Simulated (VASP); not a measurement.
# AgCl (Chlorargyrite) (Fm-3m) in VASP: further runs

Runs on AgCl (Chlorargyrite). Level: PBE. Tasks: single point, relaxation of cell and atoms.

Everything below comes from runs of VASP 6.6.1. Logs are shortened: lines on timing, memory, paths and dates and some standing lists are left out, and cuts for length are marked.

## (1) The cell of the first run

It takes space group Fm-3m (No. 225, cubic). Conventional cell: a = 5.611 Å, b = 5.611 Å, c = 5.611 Å, α = 90.00°, β = 90.00°, γ = 90.00°. Within 3.7 Å of Ag (site symmetry m-3m) lie 6 Cl at 2.81 Å. Cl (site symmetry m-3m) has 6 Ag at 2.81 Å within 3.7 Å.

## (2) Single point, PBE

Input file INCAR:

```
ALGO = Normal ; EDIFF = 1E-7
ENCUT = 520 ; GGA = PE
ISIF = 2 ; ISMEAR = -1
LASPH = True ; LCHARG = False
LREAL = False ; LWAVE = False
NBANDS = 16 ; NELM = 80
PREC = Accurate ; SIGMA = 0.02
```

Input file KPOINTS:

```
k-points
0
Gamma
  9 9 9
```

Input file POSCAR:

```
AgCl
1.0
    0.0000000000      2.8053350663      2.8053350663
    2.8053350663      0.0000000000      2.8053350663
    2.8053350663      2.8053350663      0.0000000000
Ag Cl
1 1
Direct
    0.0000000000      0.0000000000      0.0000000000
    0.5000000000      0.5000000000      0.5000000000
```

Potentials or basis: VASP PAW PBE potentials, release 64 (Ag, Cl).

On the command line:

```console
$ cat potpaw_PBE.64/Ag/POTCAR potpaw_PBE.64/Cl/POTCAR > POTCAR
$ mpirun -np 1 vasp_std > vasp.out
```

OUTCAR:

```text
EDIFF = 1E-7
   ENCUT = 520
   GGA = PE
   ISIF = 2
   ISMEAR = -1
   LASPH = True
   LREAL = False
   NELM = 80
   PREC = Accurate

 ion  position               nearest neighbor table
   1  0.000  0.000  0.000-   2 2.81   2 2.81   2 2.81   2 2.81   2 2.81   2 2.81
   2  0.500  0.500  0.500-   1 2.81   1 2.81   1 2.81   1 2.81   1 2.81   1 2.81

  LATTYP: Found a face centered cubic cell.
 ALAT       =     5.6106701326

  Lattice vectors:

 A1 = (   0.0000000000,   2.8053350663,   2.8053350663)
 A2 = (   2.8053350663,   0.0000000000,   2.8053350663)
 A3 = (   2.8053350663,   2.8053350663,   0.0000000000)

Analysis of symmetry for initial positions (statically):
=====================================================================
 Subroutine PRICEL returns:
 Original cell was already a primitive cell.

 Routine SETGRP: Setting up the symmetry group for a
 face centered cubic supercell.

 Subroutine GETGRP returns: Found 48 space group operations
 (whereof 48 operations were pure point group operations)
 out of a pool of 48 trial point group operations.

The static configuration has the point symmetry O_h .

Analysis of symmetry for dynamics (positions and initial velocities):
=====================================================================
 Subroutine PRICEL returns:
 Original cell was already a primitive cell.

 Routine SETGRP: Setting up the symmetry group for a
 face centered cubic supercell.

 Subroutine GETGRP returns: Found 48 space group operations
 (whereof 48 operations were pure point group operations)
 out of a pool of 48 trial point group operations.

The dynamic configuration has the point symmetry O_h .

 Subroutine INISYM returns: Found 48 space group operations
 (whereof 48 operations are pure point group operations),
 and found     1 'primitive' translations

----------------------------------------------------------------------------------------

                                     Primitive cell

  volume of cell :      44.1554

  direct lattice vectors                    reciprocal lattice vectors
     0.000000000  2.805335066  2.805335066    -0.178231829  0.178231829  0.178231829
     2.805335066  0.000000000  2.805335066     0.178231829 -0.178231829  0.178231829
     2.805335066  2.805335066  0.000000000     0.178231829  0.178231829 -0.178231829

  length of vectors
     3.967342898  3.967342898  3.967342898     0.308706583  0.308706583  0.308706583

  position of ions in fractional coordinates (direct lattice)
     0.000000000  0.000000000  0.000000000
     0.500000000  0.500000000  0.500000000

  ion indices of the primitive-cell ions
   primitive index   ion index
                 1           1
                 2           2

----------------------------------------------------------------------------------------

 KPOINTS: k-points

Automatic generation of k-mesh.
 Grid dimensions read from file:
 generate k-points for:    9    9    9

 Generating k-lattice:

  Cartesian coordinates                     Fractional coordinates (reciprocal lattice)
    -0.019803537  0.019803537  0.019803537     0.111111111  0.000000000  0.000000000
     0.019803537 -0.019803537  0.019803537     0.000000000  0.111111111  0.000000000
     0.019803537  0.019803537 -0.019803537     0.000000000  0.000000000  0.111111111

  Length of vectors
     0.034300731  0.034300731  0.034300731

  Shift w.r.t. Gamma in fractional coordinates (k-lattice)
     0.000000000  0.000000000  0.000000000

 Subroutine IBZKPT returns following result:
 ===========================================

 Found     35 irreducible k-points:

 Following reciprocal coordinates:
            Coordinates               Weight
  0.000000  0.000000  0.000000      1.000000
  0.111111  0.000000  0.000000      8.000000
  0.222222  0.000000  0.000000      8.000000
  0.333333  0.000000  0.000000      8.000000
  0.444444  0.000000  0.000000      8.000000
  0.111111  0.111111  0.000000      6.000000
[... 16 lines left out ...]
 -0.333333  0.333333  0.000000     12.000000
  0.444444  0.444444  0.000000      6.000000
 [... further k-points ...]
   k-points           NKPTS =     35   k-points in BZ     NKDIM =     35   number of bands    NBANDS=     16
   number of dos      NEDOS =    301   number of ions     NIONS =      2
   total plane-waves  NPLWV =  27000
   dimension x,y,z NGX =    30 NGY =   30 NGZ =   30
   dimension x,y,z NGXF=    60 NGYF=   60 NGZF=   60
   ions per type =               1   1
   NGX,Y,Z   is equivalent  to a cutoff of  12.57, 12.57, 12.57 a.u.
   NGXF,Y,Z  is equivalent  to a cutoff of  25.14, 25.14, 25.14 a.u.
 SYSTEM =  unknown system
   PREC   = accura    normal or accurate (medium, high low for compatibility)
   ISTART =      0    job   : 0-new  1-cont  2-samecut
   ICHARG =      2    charge: 1-file 2-atom 10-const
   ISPIN  =      1    spin polarized calculation?
   LNONCOLLINEAR =      F non collinear calculations
   LSORBIT =      F    spin-orbit coupling
   LASPH  =      T    aspherical Exc in radial PAW
   ENCUT  =  520.0 eV  38.22 Ry    6.18 a.u.   7.38  7.38  7.38*2*pi/ulx,y,z
   NELM   =     80;   NELMIN=  2; NELMDL= -5     # of ELM steps
   EDIFF  = 0.1E-06   stopping-criterion for ELM
   LREAL  =      F    real-space projection
   EDIFFG = 0.1E-05   stopping-criterion for IOM
   NSW    =      0    number of steps for IOM
   IBRION =     -1    ionic relax: 0-MD 1-quasi-New 2-CG
   NFREE  =      0    steps in history (QN), initial steepest desc. (CG)
   ISIF   =      2    stress and relaxation
   ISYM   =      2    0-nonsym 1-usesym 2-fastsym
   POTIM  = 0.5000    time-step for ionic-motion
   TEBEG  =    0.0;   TEEND  =   0.0 temperature during run
   PSTRESS=    0.0 pullay stress
   NELECT =      18.0000    total number of electrons
   NUPDOWN=      -1.0000    fix difference up-down
   EMIN   =  10.00;   EMAX   =-10.00  energy-range for DOS
   EFERMI =   0.00;   METHOD = LEGACY
   ISMEAR =    -1;   SIGMA  =   0.02  broadening in eV -4-tet -1-fermi 0-gaus
   EFERMI_NEDOS =   21; number of points for ismear=-14 and -15
   IALGO  =     38    algorithm
   IMIX   =      4    mixing-type and parameters
     AMIX     =   0.40;   BMIX     =  1.00
     AMIX_MAG =   1.60;   BMIX_MAG =  1.00
  volume/ion in A,a.u.               =      22.08       148.99
  Fermi-wavevector in a.u.,A,eV,Ry     =   1.213867  2.293875 20.047802  1.473472
  Thomas-Fermi vector in A             =   2.349305
   LORBIT       =      0    0 simple, 1 ext, 2 COOP (PROOUT), +10 PAW based schemes
   GGA     = PE    functional components
   LHFCALC =     F    Hartree Fock is set to
   AEXX    =    0.0000 exact exchange contribution
   IVDW    =     0    specifies the selected vdW correction
   LEPSILON=     F    determine dielectric tensor
   LRPA    =     F    only Hartree local field effects (RPA)
 non-spin polarized calculation
  energy-cutoff  :      520.00
  volume of cell :       44.16
 maximum number of plane-waves:      1243
 NGX is ok and might be reduce to    30
   NGX = 15   NGY = 15   NGZ = 15

 number of electron      17.9999995 magnetization

 Free energy of the ion-electron system (eV)
  ---------------------------------------------------
  ext. energy  EPLUGINS =         0.00000000
  ---------------------------------------------------
  free energy    TOTEN  =        -5.40126606 eV

  energy without entropy =       -5.40126606  energy(sigma->0) =       -5.40126606

 E-fermi :   3.7736     XC(G=0):  -9.7846

 val. band max:        3.3435314699   @ k =   0.4444   0.0000   0.0000
 cond. band min:       4.3060540587   @ k =   0.0000   0.0000   0.0000
 fundamental gap:      0.9625225887
 Fermi energy:         3.7735502384

 k-point     1 :       0.0000    0.0000    0.0000
  band No.  band energies     occupation
      1     -11.5345      2.00000
      2       1.0806      2.00000
      3       1.0806      2.00000
      4       1.0806      2.00000
      5       1.1198      2.00000
      6       1.1198      2.00000
[... 8 lines left out ...]
     15      16.4985      0.00000
     16      16.4985      0.00000

 k-point     2 :       0.1111    0.0000    0.0000
  band No.  band energies     occupation
      1     -11.4912      2.00000
      2       0.5209      2.00000
      3       0.5387      2.00000
      4       0.5387      2.00000
      5       1.1213      2.00000
      6       1.1213      2.00000
[... 8 lines left out ...]
     15      15.4235      0.00000
     16      16.0616      0.00000

 k-point     3 :       0.2222    0.0000    0.0000
  band No.  band energies     occupation
      1     -11.3780      2.00000
      2      -0.3548      2.00000
      3       0.0275      2.00000
      4       0.0275      2.00000
      5       1.2171      2.00000
      6       1.2171      2.00000
[... 8 lines left out ...]
     15      15.5070      0.00000
     16      15.8847      0.00000

 k-point     4 :       0.3333    0.0000    0.0000
  band No.  band energies     occupation
      1     -11.2428      2.00000
      2      -1.0982      2.00000
      3      -0.3350      2.00000
      4      -0.3350      2.00000
      5       1.3298      2.00000
      6       1.3298      2.00000
[... 8 lines left out ...]
     15      16.2143      0.00000
     16      16.2143      0.00000

 k-point     5 :       0.4444    0.0000    0.0000
  band No.  band energies     occupation
      1     -11.1503      2.00000
      2      -1.5149      2.00000
      3      -0.5225      2.00000
      4      -0.5225      2.00000
      5       1.4055      2.00000
      6       1.4055      2.00000
[... 8 lines left out ...]
     15      16.9806      0.00000
     16      16.9806      0.00000

 k-point     6 :       0.1111    0.1111    0.0000
  band No.  band energies     occupation
      1     -11.4780      2.00000
      2       0.0753      2.00000
      3       0.7815      2.00000
      4       0.7815      2.00000
      5       1.0456      2.00000
      6       1.1399      2.00000
[... 8 lines left out ...]
     15      17.1708      0.00000
     16      17.2459      0.00000

 k-point     7 :       0.2222    0.1111    0.0000
  band No.  band energies     occupation
      1     -11.3913      2.00000
      2      -0.4387      2.00000
      3       0.3160      2.00000
      4       0.3642      2.00000
      5       1.0945      2.00000
      6       1.2341      2.00000
[... 8 lines left out ...]
     15      16.6464      0.00000
     16      17.1054      0.00000

 k-point     8 :       0.3333    0.1111    0.0000
  band No.  band energies     occupation
      1     -11.2672      2.00000
      2      -0.9369      2.00000
      3      -0.2242      2.00000
      4      -0.0844      2.00000
      5       1.2049      2.00000
      6       1.3510      2.00000
[... 8 lines left out ...]
     15      16.8946      0.00000
     16      16.9714      0.00000

 k-point     9 :       0.4444    0.1111    0.0000
  band No.  band energies     occupation
      1     -11.1626      2.00000
      2      -1.3313      2.00000
      3      -0.4984      2.00000
      4      -0.3896      2.00000
      5       1.3264      2.00000
      6       1.4207      2.00000
[... 8 lines left out ...]
     15      17.3277      0.00000
     16      17.4150      0.00000
[... 172 lines left out ...]
 k-point    19 :      -0.2222    0.2222    0.0000
  band No.  band energies     occupation
      1     -11.2120      2.00000
      2      -1.0636      2.00000
      3      -0.4384      2.00000
      4      -0.0118      2.00000
      5       1.2852      2.00000
      6       1.3922      2.00000
[... 8 lines left out ...]
     15      17.7234      0.00000
     16      18.5348      0.00000

 k-point    20 :       0.3333    0.3333    0.0000
  band No.  band energies     occupation
      1     -11.2059      2.00000
      2      -0.9473      2.00000
      3       0.4723      2.00000
      4       0.4723      2.00000
      5       0.8580      2.00000
      6       1.2496      2.00000
[... 8 lines left out ...]
     15      18.1950      0.00000
     16      19.5301      0.00000

 k-point    21 :       0.4444    0.3333    0.0000
  band No.  band energies     occupation
      1     -11.1483      2.00000
      2      -0.8673      2.00000
      3       0.1228      2.00000
      4       0.2314      2.00000
      5       0.9828      2.00000
      6       1.4396      2.00000
[... 8 lines left out ...]
     15      18.4265      0.00000
     16      18.9038      0.00000

 k-point    22 :      -0.4444    0.3333    0.0000
  band No.  band energies     occupation
      1     -11.1068      2.00000
      2      -0.7104      2.00000
      3      -0.3957      2.00000
      4      -0.1176      2.00000
      5       1.1595      2.00000
      6       1.4803      2.00000
[... 8 lines left out ...]
     15      17.4985      0.00000
     16      18.8752      0.00000

 k-point    23 :      -0.3333    0.3333    0.0000
  band No.  band energies     occupation
      1     -11.1012      2.00000
      2      -0.9165      2.00000
      3      -0.4351      2.00000
      4      -0.3678      2.00000
      5       1.3127      2.00000
      6       1.4311      2.00000
[... 8 lines left out ...]
     15      16.4970      0.00000
     16      19.4498      0.00000

 k-point    24 :       0.4444    0.4444    0.0000
  band No.  band energies     occupation
      1     -11.1286      2.00000
      2      -0.7459      2.00000
      3       0.5022      2.00000
      4       0.5022      2.00000
      5       0.7936      2.00000
      6       1.2881      2.00000
[... 8 lines left out ...]
     15      18.7376      0.00000
     16      18.7555      0.00000

 [... further k-points ...]
[... 5 lines left out ...]
  --------------------------------------------------------------------------------------
  -------------------------------------------------------------------------------------
  Total       -0.0297979     -0.0297979     -0.0297979      0.0000000      0.0000000     -0.0000000
  in kB       -1.0812141     -1.0812141     -1.0812141      0.0000000      0.0000000     -0.0000000
  external PRESSURE =      -1.0812141 kB  Pullay stress =       0.0000000 kB

 VOLUME and BASIS-vectors are now :
 -----------------------------------------------------------------------------
  energy-cutoff  :      520.00
  volume of cell :       44.16
      direct lattice vectors                 reciprocal lattice vectors
     0.000000000  2.805335066  2.805335066    -0.178231829  0.178231829  0.178231829
     2.805335066  0.000000000  2.805335066     0.178231829 -0.178231829  0.178231829
     2.805335066  2.805335066  0.000000000     0.178231829  0.178231829 -0.178231829

 POSITION                                       TOTAL-FORCE (eV/Angst)
 -----------------------------------------------------------------------------------
      0.00000      0.00000      0.00000         0.000000     -0.000000     -0.000000
      2.80534      2.80534      2.80534         0.000000      0.000000      0.000000
 -----------------------------------------------------------------------------------
    total drift:                               -0.000000      0.000000      0.000000

  FREE ENERGIE OF THE ION-ELECTRON SYSTEM (eV)
  ---------------------------------------------------
  free  energy   TOTEN  =        -5.4012660556 eV

  energy  without entropy=       -5.4012660556  energy(sigma->0) =       -5.40126606
```

Wall time 28 s (1 thread of Oxide Virtual Turin-like, shared host); peak memory 0.14 GiB.

What came out:

```
Free energy            : -5.4013 eV
Pressure               : -0.1 GPa
Band gap on the k mesh : 0.96 eV, indirect (least direct gap 3.03 eV)
```

A k mesh can miss the band edges. As with any semilocal functional, this PBE gap is likely too small.

## (3) Single point, PBE

Input file INCAR:

```
SYSTEM = AgCl
PREC = Accurate
ENCUT = 520
EDIFF = 1E-7
ISMEAR = -1
SIGMA = 0.02
LREAL = .FALSE.
LASPH = .TRUE.
NELM = 80
ALGO = Normal
ISIF = 2
LWAVE = .FALSE.
LCHARG = .FALSE.
GGA = PE
NBANDS = 16
```

Input file KPOINTS:

```
regular mesh
0
G
  9 9 9
  0 0 0
```

POSCAR is that of step 2.

Potentials or basis: VASP PAW PBE potentials, release 64 (Ag, Cl).

On the command line:

```console
$ cat potpaw_PBE.64/Ag/POTCAR potpaw_PBE.64/Cl/POTCAR > POTCAR
$ mpirun -np 1 vasp_std > vasp.out
```

Wall time 25 s (1 thread of Oxide Virtual Turin-like, shared host); peak memory 0.14 GiB.

The run converged. Its results:

```
Free energy            : -5.4013 eV
Pressure               : -0.1 GPa
Band gap on the k mesh : 0.96 eV, indirect (least direct gap 3.03 eV)
```

Levels at points of the mesh, in eV from the valence-band top:
```tsv
k point	band 6	band 7	band 8	band 9	band 10	band 11	band 12	band 13
(0.00, 0.00, 0.00)	-2.22	-2.14	-2.14	-2.14	0.96	10.91	10.91	10.91
```

[end of part 1 of 2]
